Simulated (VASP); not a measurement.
# In (I4/mmm) in VASP: notebook, part 3 of 3

VASP 6.6.1.

## Step 4: Single point, LDA (zz strain of -2 %)

File INCAR:

```
SYSTEM = In
  ALGO = Normal
  EDIFF = 1E-6
  ENCUT = 520
  ISIF = 2
  ISMEAR = -1
  LASPH = .TRUE.
  LCHARG = .FALSE.
  LREAL = .FALSE.
  LWAVE = .FALSE.
  NBANDS = 12
  NELM = 80
  PREC = Accurate
  SIGMA = 0.05
```

File KPOINTS:

```
k-points
0
G
  14 14 14
  0 0 0
```

File POSCAR:

```
In
1.0
   -1.6261500000      1.6261500000      2.4244710000
    1.6261500000     -1.6261500000      2.4244710000
    1.6261500000      1.6261500000     -2.4244710000
In
1
Direct
    0.0000000000      0.0000000000      0.0000000000
```

Potentials or basis: VASP PAW LDA potentials, release 64 (In_d).

Run with:

```sh
$ cat potpaw_LDA.64/In_d/POTCAR > POTCAR
$ mpirun -np 1 vasp_std > vasp.out
```

OUTCAR:

```text
SYSTEM = In
   EDIFF = 1E-6
   ENCUT = 520
   ISIF = 2
   ISMEAR = -1
   LASPH = .TRUE.
   LREAL = .FALSE.
   NELM = 80
   PREC = Accurate

 ion  position               nearest neighbor table
   1  0.000  0.000  0.000-

  LATTYP: Found a body centered tetragonal cell.
 ALAT       =     3.2523000000
 C/A-ratio  =     1.4909270363

  Lattice vectors:

 A1 = (  -1.6261500000,   1.6261500000,   2.4244710000)
 A2 = (   1.6261500000,  -1.6261500000,   2.4244710000)
 A3 = (   1.6261500000,   1.6261500000,  -2.4244710000)

Analysis of symmetry for initial positions (statically):
=====================================================================
 Subroutine PRICEL returns:
 Original cell was already a primitive cell.

 Routine SETGRP: Setting up the symmetry group for a
 body centered tetragonal supercell.

 Subroutine GETGRP returns: Found 16 space group operations
 (whereof 16 operations were pure point group operations)
 out of a pool of 16 trial point group operations.

The static configuration has the point symmetry D_4h.

Analysis of symmetry for dynamics (positions and initial velocities):
=====================================================================
 Subroutine PRICEL returns:
 Original cell was already a primitive cell.

 Routine SETGRP: Setting up the symmetry group for a
 body centered tetragonal supercell.

 Subroutine GETGRP returns: Found 16 space group operations
 (whereof 16 operations were pure point group operations)
 out of a pool of 16 trial point group operations.

The dynamic configuration has the point symmetry D_4h.

 Subroutine INISYM returns: Found 16 space group operations
 (whereof 16 operations are pure point group operations),
 and found     1 'primitive' translations

----------------------------------------------------------------------------------------

                                     Primitive cell

  volume of cell :      25.6447

  direct lattice vectors                    reciprocal lattice vectors
    -1.626150000  1.626150000  2.424471000     0.000000000  0.307474710  0.206230555
     1.626150000 -1.626150000  2.424471000     0.307474710  0.000000000  0.206230555
     1.626150000  1.626150000 -2.424471000     0.307474710  0.307474710  0.000000000

  length of vectors
     3.341674322  3.341674322  3.341674322     0.370232007  0.370232007  0.434834905

  position of ions in fractional coordinates (direct lattice)
     0.000000000  0.000000000  0.000000000

  ion indices of the primitive-cell ions
   primitive index   ion index
                 1           1

----------------------------------------------------------------------------------------

 KPOINTS: k-points

Automatic generation of k-mesh.
 Grid dimensions read from file:
 generate k-points for:   14   14   14

 Generating k-lattice:

  Cartesian coordinates                     Fractional coordinates (reciprocal lattice)
     0.000000000  0.021962479  0.014730754     0.071428571  0.000000000 -0.000000000
     0.021962479  0.000000000  0.014730754     0.000000000  0.071428571 -0.000000000
     0.021962479  0.021962479  0.000000000     0.000000000  0.000000000  0.071428571

  Length of vectors
     0.026445143  0.026445143  0.031059636

  Shift w.r.t. Gamma in fractional coordinates (k-lattice)
     0.000000000  0.000000000  0.000000000

 Subroutine IBZKPT returns following result:
 ===========================================

 Found    244 irreducible k-points:

 Following reciprocal coordinates:
            Coordinates               Weight
  0.000000  0.000000  0.000000      1.000000
  0.071429  0.000000 -0.000000      8.000000
  0.142857  0.000000 -0.000000      8.000000
  0.214286  0.000000 -0.000000      8.000000
  0.285714  0.000000 -0.000000      8.000000
  0.357143  0.000000 -0.000000      8.000000
[... 16 lines left out ...]
  0.214286  0.142857 -0.000000     16.000000
  0.285714  0.142857 -0.000000     16.000000
 [... further k-points ...]
   k-points           NKPTS =    244   k-points in BZ     NKDIM =    244   number of bands    NBANDS=     12
   number of dos      NEDOS =    301   number of ions     NIONS =      1
   total plane-waves  NPLWV =  21952
   dimension x,y,z NGX =    28 NGY =   28 NGZ =   28
   dimension x,y,z NGXF=    56 NGYF=   56 NGZF=   56
   ions per type =               1
   NGX,Y,Z   is equivalent  to a cutoff of  13.93, 13.93, 13.93 a.u.
   NGXF,Y,Z  is equivalent  to a cutoff of  27.86, 27.86, 27.86 a.u.
 SYSTEM =  In
   PREC   = accura    normal or accurate (medium, high low for compatibility)
   ISTART =      0    job   : 0-new  1-cont  2-samecut
   ICHARG =      2    charge: 1-file 2-atom 10-const
   ISPIN  =      1    spin polarized calculation?
   LNONCOLLINEAR =      F non collinear calculations
   LSORBIT =      F    spin-orbit coupling
   LASPH  =      T    aspherical Exc in radial PAW
   ENCUT  =  520.0 eV  38.22 Ry    6.18 a.u.   6.21  6.21  6.21*2*pi/ulx,y,z
   NELM   =     80;   NELMIN=  2; NELMDL= -5     # of ELM steps
   EDIFF  = 0.1E-05   stopping-criterion for ELM
   LREAL  =      F    real-space projection
   EDIFFG = 0.1E-04   stopping-criterion for IOM
   NSW    =      0    number of steps for IOM
   IBRION =     -1    ionic relax: 0-MD 1-quasi-New 2-CG
   NFREE  =      0    steps in history (QN), initial steepest desc. (CG)
   ISIF   =      2    stress and relaxation
   ISYM   =      2    0-nonsym 1-usesym 2-fastsym
   POTIM  = 0.5000    time-step for ionic-motion
   TEBEG  =    0.0;   TEEND  =   0.0 temperature during run
   PSTRESS=    0.0 pullay stress
   NELECT =      13.0000    total number of electrons
   NUPDOWN=      -1.0000    fix difference up-down
   EMIN   =  10.00;   EMAX   =-10.00  energy-range for DOS
   EFERMI =   0.00;   METHOD = LEGACY
   ISMEAR =    -1;   SIGMA  =   0.05  broadening in eV -4-tet -1-fermi 0-gaus
   EFERMI_NEDOS =   21; number of points for ismear=-14 and -15
   IALGO  =     38    algorithm
   IMIX   =      4    mixing-type and parameters
     AMIX     =   0.40;   BMIX     =  1.00
     AMIX_MAG =   1.60;   BMIX_MAG =  1.00
  volume/ion in A,a.u.               =      25.64       173.06
  Fermi-wavevector in a.u.,A,eV,Ry     =   1.305339  2.466732 23.183091  1.703909
  Thomas-Fermi vector in A             =   2.436214
   LORBIT       =      0    0 simple, 1 ext, 2 COOP (PROOUT), +10 PAW based schemes
   GGA     = CA    functional components
   LHFCALC =     F    Hartree Fock is set to
   AEXX    =    0.0000 exact exchange contribution
   IVDW    =     0    specifies the selected vdW correction
   LEPSILON=     F    determine dielectric tensor
   LRPA    =     F    only Hartree local field effects (RPA)
 non-spin polarized calculation
  energy-cutoff  :      520.00
  volume of cell :       25.64
 maximum number of plane-waves:       704
 NGX is ok and might be reduce to    28
   NGX = 13   NGY = 13   NGZ = 13

 number of electron      13.0000005 magnetization

 Free energy of the ion-electron system (eV)
  ---------------------------------------------------
  ext. energy  EPLUGINS =         0.00000000
  ---------------------------------------------------
  free energy    TOTEN  =        -3.21418673 eV

  energy without entropy =       -3.21045561  energy(sigma->0) =       -3.21232117

 E-fermi :   7.4805     XC(G=0): -10.6225

 val. band max:        7.4641404401   @ k =   0.3571   0.3571  -0.0000
 cond. band min:       7.5023823311   @ k =  -0.2143  -0.3571   0.0714
 fundamental gap:      0.0382418910
 Fermi energy:         7.4804965394

 k-point     1 :       0.0000    0.0000    0.0000
  band No.  band energies     occupation
      1      -7.1793      2.00000
      2      -7.0997      2.00000
      3      -7.0997      2.00000
      4      -6.9830      2.00000
      5      -6.9037      2.00000
      6      -2.2568      2.00000
      7      18.0510      0.00000
      8      18.0510      0.00000
      9      18.1814      0.00000
     10      19.1457      0.00000
     11      21.6305      0.00000
     12      21.7164      0.00000

 k-point     2 :       0.0714    0.0000   -0.0000
  band No.  band energies     occupation
      1      -7.1716      2.00000
      2      -7.0992      2.00000
      3      -7.0908      2.00000
      4      -6.9822      2.00000
      5      -6.9066      2.00000
      6      -2.1433      2.00000
      7      16.7012      0.00000
      8      17.8859      0.00000
      9      17.8978      0.00000
     10      18.9754      0.00000
     11      22.0213      0.00000
     12      22.0248      0.00000
[... 316 lines left out ...]
 k-point    24 :       0.2857    0.1429   -0.0000
  band No.  band energies     occupation
      1      -7.1401      2.00000
      2      -7.1028      2.00000
      3      -7.0437      2.00000
      4      -6.9020      2.00000
      5      -6.8448      2.00000
      6       0.6420      2.00000
      7       8.4996      0.00000
      8      12.6781      0.00000
      9      15.9506      0.00000
     10      18.4061      0.00000
     11      20.6842      0.00000
     12      21.8090      0.00000

 [... further k-points ...]
[... 5 lines left out ...]
  --------------------------------------------------------------------------------------
  -------------------------------------------------------------------------------------
  Total       -0.3387201     -0.3387201     -0.2224815      0.0000000     -0.0000000      0.0000000
  in kB      -21.1618366    -21.1618366    -13.8997276      0.0000000     -0.0000000      0.0000000
  external PRESSURE =     -18.7411336 kB  Pullay stress =       0.0000000 kB

 VOLUME and BASIS-vectors are now :
 -----------------------------------------------------------------------------
  energy-cutoff  :      520.00
  volume of cell :       25.64
      direct lattice vectors                 reciprocal lattice vectors
    -1.626150000  1.626150000  2.424471000     0.000000000  0.307474710  0.206230555
     1.626150000 -1.626150000  2.424471000     0.307474710  0.000000000  0.206230555
     1.626150000  1.626150000 -2.424471000     0.307474710  0.307474710  0.000000000

 POSITION                                       TOTAL-FORCE (eV/Angst)
 -----------------------------------------------------------------------------------
      0.00000      0.00000      0.00000         0.000000     -0.000000      0.000000
 -----------------------------------------------------------------------------------
    total drift:                               -0.000000     -0.000000     -0.000000

  FREE ENERGIE OF THE ION-ELECTRON SYSTEM (eV)
  ---------------------------------------------------
  free  energy   TOTEN  =        -3.2141867347 eV

  energy  without entropy=       -3.2104556147  energy(sigma->0) =       -3.21232117
```

stdout:

```text
POSCAR found type information on POSCAR In
 POSCAR found :  1 types and       1 ions
 scaLAPACK will be used
 LDA part: xc-table for (Slater(with rela. corr.)+CA(PZ))
 , standard interpolation
 POSCAR, INCAR and KPOINTS ok, starting setup
 FFT: planning ... GRIDC
 FFT: planning ... GRID_SOFT
 FFT: planning ... GRID
 WAVECAR not read
 entering main loop
```

It took 68 s on 1 thread of Intel Xeon Platinum 8259CL at 2.50GHz (Skylake/Cascade Lake), shared host; peak memory 0.19 GiB.

Results:

```
Free energy : -3.2142 eV
Pressure    : -1.9 GPa
```

Stress tensor (GPa, compression positive):
```
-2.12  0.00  0.00
 0.00 -2.12  0.00
 0.00  0.00 -1.39
```

Levels at points of the mesh, in eV from the Fermi level:
| k point | band 2 | band 3 | band 4 | band 5 | band 6 | band 7 | band 8 | band 9 | band 10 | band 11 |
| --- | --- | --- | --- | --- | --- | --- | --- | --- | --- | --- |
| (0.00, 0.00, 0.00) | -14.58 | -14.58 | -14.46 | -14.38 | -9.74 | 10.57 | 10.57 | 10.70 | 11.67 | 14.15 |
| (0.50, 0.00, 0.00) | -14.63 | -14.56 | -14.27 | -14.24 | -4.41 | -3.47 | 7.80 | 8.94 | 11.10 | 11.95 |
| (0.50, 0.50, 0.00) | -14.75 | -14.27 | -14.24 | -14.18 | -2.12 | -1.84 | 3.62 | 3.93 | 7.26 | 7.56 |
| (0.50, 0.50, 0.50) | -14.74 | -14.26 | -14.22 | -14.22 | -2.77 | -2.65 | 4.50 | 4.50 | 8.12 | 8.18 |

Caveat: the cell differs from its parent crystal (zz strain of -2 %); spin-orbit coupling is left out, which moves the levels of the heavy elements.

## Step 5: Summary

```tsv
cell	gap on the mesh (eV)	pressure (GPa)
a = 3.393 Å, angles 122.1, 122.1, 86.4°, 1 atom	none	-3.4
a = 3.409 Å, angles 121.8, 121.8, 87.0°, 1 atom	none	-4.0
a = 3.342 Å, angles 121.8, 121.8, 87.0°, 1 atom	none	-1.9
```

Alike in all rows: task single point; level LDA; potentials or basis VASP PAW LDA potentials, release 64 (In_d); no spin polarisation; k mesh 14 × 14 × 14; cutoff (eV) 520; smearing fermi-dirac 0.05 eV.

Caveats: spin-orbit coupling is left out, which moves the levels of the heavy elements.

Total energies depend on the potentials used, so only differences within one code and one set of settings carry meaning.
